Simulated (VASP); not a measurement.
# ZrB2 (P6/mmm) in VASP: notebook, part 2 of 2

VASP 6.6.1. The steps go on from the part before.

**4. Single point, PBE-based screened hybrid**

Input file POSCAR:

```
ZrB2
1.0
    3.1700000000      0.0000000000      0.0000000000
   -1.5850000000      2.7453005300      0.0000000000
    0.0000000000      0.0000000000      3.5330000000
Zr B
1 2
Direct
    0.0000000000      0.0000000000      0.0000000000
    0.6666666667      0.3333333333      0.5000000000
    0.3333333333      0.6666666667      0.5000000000
```

Input file INCAR.step1:

```
SYSTEM = ZrB2
PREC = Accurate ; ENCUT = 520
EDIFF = 1E-5 ; ISMEAR = -1
SIGMA = 0.05 ; LREAL = .FALSE.
LASPH = .TRUE. ; NELM = 80
ALGO = Normal ; ISIF = 2
LWAVE = .TRUE. ; LCHARG = .FALSE.
GGA = PE ; NBANDS = 16
```

Input file INCAR.step2:

```
SYSTEM = ZrB2
PREC = Accurate ; ENCUT = 520
EDIFF = 1E-7 ; ISMEAR = -1
SIGMA = 0.05 ; LREAL = .FALSE.
LASPH = .TRUE. ; NELM = 80
ALGO = Normal ; ISIF = 2
LWAVE = .FALSE. ; LCHARG = .FALSE.
GGA = PE ; LHFCALC = .TRUE.
AEXX = 0.25 ; HFSCREEN = 0.3
PRECFOCK = Normal ; ISTART = 1
NBANDS = 16
```

Input file KPOINTS:

```
regular mesh
0
G
  5 5 4
  0 0 0
```

Potentials or basis: VASP PAW PBE potentials, release 64 (Zr_sv, B).

Launch:

```sh
cat potpaw_PBE.64/Zr_sv/POTCAR potpaw_PBE.64/B/POTCAR > POTCAR
cp INCAR.step1 INCAR
mpirun -np 1 vasp_std > vasp.out
cp INCAR.step2 INCAR
mpirun -np 1 vasp_std > vasp.out
```

OUTCAR:

```text
SYSTEM = ZrB2
   PREC = Accurate
   ENCUT = 520
   EDIFF = 1E-7
   ISMEAR = -1
   LREAL = .FALSE.
   LASPH = .TRUE.
   NELM = 80
   ISIF = 2
   GGA = PE
   LHFCALC = .TRUE.
   AEXX = 0.25
   HFSCREEN = 0.3
   PRECFOCK = Normal
   ISTART = 1

 ion  position               nearest neighbor table
   1  0.000  0.000  0.000-   2 2.54   3 2.54   2 2.54   3 2.54   2 2.54   2 2.54   3 2.54   3 2.54
                             2 2.54   2 2.54   3 2.54   3 2.54
   2  0.667  0.333  0.500-   3 1.83   3 1.83   3 1.83   1 2.54   1 2.54   1 2.54   1 2.54   1 2.54
                             1 2.54
   3  0.333  0.667  0.500-   2 1.83   2 1.83   2 1.83   1 2.54   1 2.54   1 2.54   1 2.54   1 2.54
                             1 2.54

  LATTYP: Found a hexagonal cell.
 ALAT       =     3.1700000000
 C/A-ratio  =     1.1145110410

  Lattice vectors:

 A1 = (   3.1700000000,   0.0000000000,   0.0000000000)
 A2 = (  -1.5850000000,   2.7453005300,   0.0000000000)
 A3 = (   0.0000000000,   0.0000000000,   3.5330000000)

Analysis of symmetry for initial positions (statically):
=====================================================================
 Subroutine PRICEL returns:
 Original cell was already a primitive cell.

 Routine SETGRP: Setting up the symmetry group for a
 hexagonal supercell.

 Subroutine GETGRP returns: Found 24 space group operations
 (whereof 24 operations were pure point group operations)
 out of a pool of 24 trial point group operations.

The static configuration has the point symmetry D_6h.

Analysis of symmetry for dynamics (positions and initial velocities):
=====================================================================
 Subroutine PRICEL returns:
 Original cell was already a primitive cell.

 Routine SETGRP: Setting up the symmetry group for a
 hexagonal supercell.

 Subroutine GETGRP returns: Found 24 space group operations
 (whereof 24 operations were pure point group operations)
 out of a pool of 24 trial point group operations.

The dynamic configuration has the point symmetry D_6h.

 Subroutine INISYM returns: Found 24 space group operations
 (whereof 24 operations are pure point group operations),
 and found     1 'primitive' translations

----------------------------------------------------------------------------------------

                                     Primitive cell

  volume of cell :      30.7463

  direct lattice vectors                    reciprocal lattice vectors
     3.170000000  0.000000000  0.000000000     0.315457413  0.182129422  0.000000000
    -1.585000000  2.745300530  0.000000000     0.000000000  0.364258845  0.000000000
     0.000000000  0.000000000  3.533000000     0.000000000  0.000000000  0.283045570

  length of vectors
     3.170000000  3.170000000  3.533000000     0.364258845  0.364258845  0.283045570

  position of ions in fractional coordinates (direct lattice)
     0.000000000  0.000000000  0.000000000
     0.666666667  0.333333333  0.500000000
     0.333333333  0.666666667  0.500000000

  ion indices of the primitive-cell ions
   primitive index   ion index
[... 41 lines left out ...]
  0.400000  0.200000  0.250000     12.000000
  0.000000  0.000000  0.500000      1.000000
  0.200000 -0.000000  0.500000      6.000000
  0.400000  0.000000  0.500000      6.000000
  0.200000  0.200000  0.500000      6.000000
  0.400000  0.200000  0.500000      6.000000
   k-points           NKPTS =     15   k-points in BZ     NKDIM =    100   number of bands    NBANDS=     16
   number of dos      NEDOS =    301   number of ions     NIONS =      3
   total plane-waves  NPLWV =  16128
   dimension x,y,z NGX =    24 NGY =   24 NGZ =   28
   dimension x,y,z NGXF=    48 NGYF=   48 NGZF=   56
   ions per type =               1   2
   NGX,Y,Z   is equivalent  to a cutoff of  12.59, 12.59, 13.18 a.u.
   NGXF,Y,Z  is equivalent  to a cutoff of  25.17, 25.17, 26.35 a.u.
 SYSTEM =  ZrB2
   PREC   = accura    normal or accurate (medium, high low for compatibility)
   ISTART =      1    job   : 0-new  1-cont  2-samecut
   ICHARG =      0    charge: 1-file 2-atom 10-const
   ISPIN  =      1    spin polarized calculation?
   LNONCOLLINEAR =      F non collinear calculations
   LSORBIT =      F    spin-orbit coupling
   LASPH  =      T    aspherical Exc in radial PAW
   ENCUT  =  520.0 eV  38.22 Ry    6.18 a.u.   5.89  5.89  6.57*2*pi/ulx,y,z
   NELM   =     80;   NELMIN=  2; NELMDL=  0     # of ELM steps
   EDIFF  = 0.1E-06   stopping-criterion for ELM
   LREAL  =      F    real-space projection
   EDIFFG = 0.1E-05   stopping-criterion for IOM
   NSW    =      0    number of steps for IOM
   IBRION =     -1    ionic relax: 0-MD 1-quasi-New 2-CG
   NFREE  =      0    steps in history (QN), initial steepest desc. (CG)
   ISIF   =      2    stress and relaxation
   ISYM   =      3    0-nonsym 1-usesym 2-fastsym
   POTIM  = 0.5000    time-step for ionic-motion
   TEBEG  =    0.0;   TEEND  =   0.0 temperature during run
   PSTRESS=    0.0 pullay stress
   NELECT =      18.0000    total number of electrons
   NUPDOWN=      -1.0000    fix difference up-down
   EMIN   =  10.00;   EMAX   =-10.00  energy-range for DOS
   EFERMI =   0.00;   METHOD = LEGACY
   ISMEAR =    -1;   SIGMA  =   0.05  broadening in eV -4-tet -1-fermi 0-gaus
   EFERMI_NEDOS =   21; number of points for ismear=-14 and -15
   IALGO  =     38    algorithm
   IMIX   =      1    mixing-type and parameters
     AMIX     =   0.40;   BMIX     =  1.00
     AMIX_MAG =   1.60;   BMIX_MAG =  1.00
  volume/ion in A,a.u.               =      10.25        69.16
  Fermi-wavevector in a.u.,A,eV,Ry     =   1.369519  2.588016 25.518847  1.875582
  Thomas-Fermi vector in A             =   2.495387
   LORBIT       =      0    0 simple, 1 ext, 2 COOP (PROOUT), +10 PAW based schemes
   GGA     = PE    functional components
   LHFCALC =     T    Hartree Fock is set to
   PRECFOCK=normal    Normal, Fast or Accurate (Low or Medium for compatibility)
   ENCUT4O =  -1.0   cutoff for four orbital integrals eV
   NKREDX  =     1    reduce k-point grid by
   NKREDY  =     1    reduce k-point grid by
   NKREDZ  =     1    reduce k-point grid by
   AEXX    =    0.2500 exact exchange contribution
   HFSCREEN=    0.3000 screening length (either q_TF or 0.3 A-1)
   HFSCREENC=   0.3000 screening length for correlation (either q_TF or 0.3 A-1)
   ENCUTFOCK=  -1.0 apply spherical cutoff to Coloumb kernel
   IVDW    =     0    specifies the selected vdW correction
   LEPSILON=     F    determine dielectric tensor
   LRPA    =     F    only Hartree local field effects (RPA)
 non-spin polarized calculation
  energy-cutoff  :      520.00
  volume of cell :       30.75
 maximum number of plane-waves:       844
 NGX is ok and might be reduce to    24
  NGX = 18; NGY = 18; NGZ = 20

 number of electron      18.0000000 magnetization

 Free energy of the ion-electron system (eV)
  ---------------------------------------------------
  ext. energy  EPLUGINS =         0.00000000
  ---------------------------------------------------
  free energy    TOTEN  =       -27.33300922 eV

  energy without entropy =      -27.32880470  energy(sigma->0) =      -27.33090696

 E-fermi :  10.3519     XC(G=0): -10.3290

 val. band max:       10.3517868740   @ k =   0.4000   0.2000   0.0000
 cond. band min:      10.7670811117   @ k =   0.0000   0.0000   0.2500
 fundamental gap:      0.4152942377
 Fermi energy:        10.3519396806

 k-point     1 :       0.0000    0.0000    0.0000
  band No.  band energies     occupation
      1     -41.5496      2.00000
      2     -18.3855      2.00000
      3     -17.7806      2.00000
      4     -17.7806      2.00000
      5      -3.8080      2.00000
      6       7.5411      2.00000
[... 262 lines left out ...]
      3     -18.4977      2.00000
      4     -18.1998      2.00000
      5      -0.1747      2.00000
      6       1.7432      2.00000
[... 8 lines left out ...]
     15      18.6000      0.00000
     16      19.0078      0.00000

------------------------ aborting loop because EDIFF is reached ----------------------------------------

  FORCE on cell =-STRESS in cart. coord.  units (eV):
  Direction    XX          YY          ZZ          XY          YZ          ZX
  --------------------------------------------------------------------------------------
  -------------------------------------------------------------------------------------
  Total       -0.2300393     -0.2300393     -0.5437148      0.0000000     -0.0000000     -0.0000000
  in kB      -11.9872548    -11.9872548    -28.3327621      0.0000000     -0.0000000     -0.0000000
  external PRESSURE =     -17.4357572 kB  Pullay stress =       0.0000000 kB

 VOLUME and BASIS-vectors are now :
 -----------------------------------------------------------------------------
  energy-cutoff  :      520.00
  volume of cell :       30.75
      direct lattice vectors                 reciprocal lattice vectors
     3.170000000  0.000000000  0.000000000     0.315457413  0.182129422  0.000000000
    -1.585000000  2.745300530  0.000000000     0.000000000  0.364258845  0.000000000
     0.000000000  0.000000000  3.533000000     0.000000000  0.000000000  0.283045570

 POSITION                                       TOTAL-FORCE (eV/Angst)
 -----------------------------------------------------------------------------------
      0.00000      0.00000      0.00000        -0.000000     -0.000000      0.000000
      1.58500      0.91510      1.76650         0.000000     -0.000000      0.000000
     -0.00000      1.83020      1.76650        -0.000000      0.000000      0.000000
 -----------------------------------------------------------------------------------
    total drift:                               -0.000000      0.000000      0.000000

  FREE ENERGIE OF THE ION-ELECTRON SYSTEM (eV)
  ---------------------------------------------------
  free  energy   TOTEN  =       -27.3330092242 eV

  energy  without entropy=      -27.3288047027  energy(sigma->0) =      -27.33090696
```

Wall time 23 min (1 thread of AMD EPYC 7R13, shared host); peak memory 0.23 GiB.

What came out:

| Property | Result |
| --- | --- |
| Free energy | -27.3330 eV |
| Pressure | -1.7 GPa |
| Band gap on the k mesh | zero (band 9 reaches 11.10 eV, above the bottom of band 10 at 10.35 eV) |

Caveat: the k points lie up to 0.46 Å⁻¹ apart; the PAW data sets were made with another functional, which shifts forces and pressure a little.

**5. The runs side by side**

| task | level | cell | k mesh | cutoff (eV) | grid for exact exchange (PRECFOCK) | share of exact exchange | screening parameter | gap on the mesh (eV) | pressure (GPa) | relaxed volume (Å³/atom) |
| --- | --- | --- | --- | --- | --- | --- | --- | --- | --- | --- |
| relaxation of cell and atoms | PBE+D3(BJ) | relaxed | 10 × 10 × 8 | 600 | - | - | - | none | 0.1 | 10.02 |
| relaxation of cell and atoms | PBE+D4 | relaxed | 10 × 10 × 8 | 600 | - | - | - | none | 0.0 | 10.04 |
| single point | PBE-based screened hybrid | as given | 5 × 5 × 4 | 520 | Normal | 0.25 | 0.3 1/Å | none | -1.7 | - |

Alike in all rows: potentials or basis VASP PAW PBE potentials, release 64 (Zr_sv, B); no spin polarisation; smearing fermi-dirac 0.05 eV.

Caveats: some runs use coarse meshes; pairwise dispersion overbinds metals, which lowers pressure and volume (some runs); the PAW data sets were made with another functional, which shifts forces and pressure a little (some runs).

Absolute energies hang on the potentials; compare differences alone.
